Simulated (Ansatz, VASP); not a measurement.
**AlNi3: VASP beside Ansatz**

INCAR

```
ALGO     = Normal         # electronic algorithm
EDIFF    = 1E-6           # SCF threshold, eV
EDIFFG   = -0.01          # ionic threshold
ENCUT    = 600            # plane-wave cutoff, eV
GGA      = PS             # functional
IBRION   = 2              # ionic algorithm
ISIF     = 3              # what is computed and relaxed
ISMEAR   = -1             # smearing method
ISPIN    = 2              # spin polarisation
LASPH    = True           # aspherical terms in the spheres
LCHARG   = False          # write CHGCAR
LMAXMIX  = 4              # l up to which the mixer works
LORBIT   = 11             # projections on sites
LREAL    = False          # projectors in reciprocal space
LWAVE    = False          # write WAVECAR
MAGMOM   = 1 1 1 0        # initial moments
NELM     = 150            # most SCF steps
NSW      = 60             # ionic steps
PREC     = Accurate       # precision mode
SIGMA    = 0.05           # smearing width, eV
```

KPOINTS

```
k-points
0
Gamma
  8 8 8
```

Contents of POSCAR:

```
AlNi3
1.0
    0.0000000000      2.8018887551      2.8018887551
    2.8018887551      0.0000000000      2.8018887551
    2.8018887551      2.8018887551      0.0000000000
Ni Al
3 1
Direct
    0.7500000000      0.7500000000      0.7500000000
    0.0000000000      0.0000000000      0.0000000000
    0.2500000000      0.2500000000      0.2500000000
    0.5000000000      0.5000000000      0.5000000000
```

File input.yaml:

```yaml
crystal:
  lattice:
    - [0.0, 2.8018887551, 2.8018887551]
    - [2.8018887551, 0.0, 2.8018887551]
    - [2.8018887551, 2.8018887551, 0.0]
  atoms:
    - { symbol: Ni, position: [0.75, 0.75, 0.75], spin: 1.0 }
    - { symbol: Ni, position: [0.0, 0.0, 0.0], spin: 1.0 }
    - { symbol: Ni, position: [0.25, 0.25, 0.25], spin: 1.0 }
    - { symbol: Al, position: [0.5, 0.5, 0.5] }
hamiltonian:
  xc: pbesol
  pseudopotentials: { kind: paw }
magnetization:
  spin_polarized: true
kpoints:
  mp_grid: { grid: [8, 8, 8] }
scf:
  occupations: { method: fermi_dirac, width: 0.05 }
output:
  forces: true
  stress: true
  eigenvalues: true
  write_density: true
  write_potential: true
  elf: true
  volumetric_format: npy
relax:
  f_tol: 0.01
  max_steps: 40
  cell: { stress_tol: 0.05 }
```

Alike in both runs: task relaxation of cell and atoms; functional PBEsol; k mesh 8 × 8 × 8; occupations fermi-dirac, width 0.05 eV; collinear spin.

|  | VASP | Ansatz |
| --- | --- | --- |
| version | VASP 6.6.1 | Ansatz 0.2.0 |
| potentials or method | VASP PAW PBE potentials, release 64 (Ni, Al) | Ansatz PAW |
| plane-wave cutoff (eV) | 600 | 420 |
| valence electrons in the cell | 33 | 57 |

|  | VASP | Ansatz | Ansatz less VASP |
| --- | --- | --- | --- |
| gap on the k mesh at the Fermi level, each at its own relaxed structure (eV) | none | none | - |
| net moment per atom (μB) | 0.00 | 0.00 | 0.000 |
| relaxed volume (Å³/atom) | 10.96 | 10.96 | +0.001 |
| relaxed cell length with the largest relative difference (Å) | 3.958 | 3.958 | +0.0001 |

VASP's potentials were made for PBE, not for PBEsol. A gap of «none» marks a metal or a gap that the smearing closes. VASP's potentials hold 33 valence electrons a cell and Ansatz's 57, so a difference there can come from the potentials and not from the codes.

Noted on Ansatz's run: the plane-wave basis is chosen anew once the cell has moved, so the energies of steps on either side of that aren't comparable.
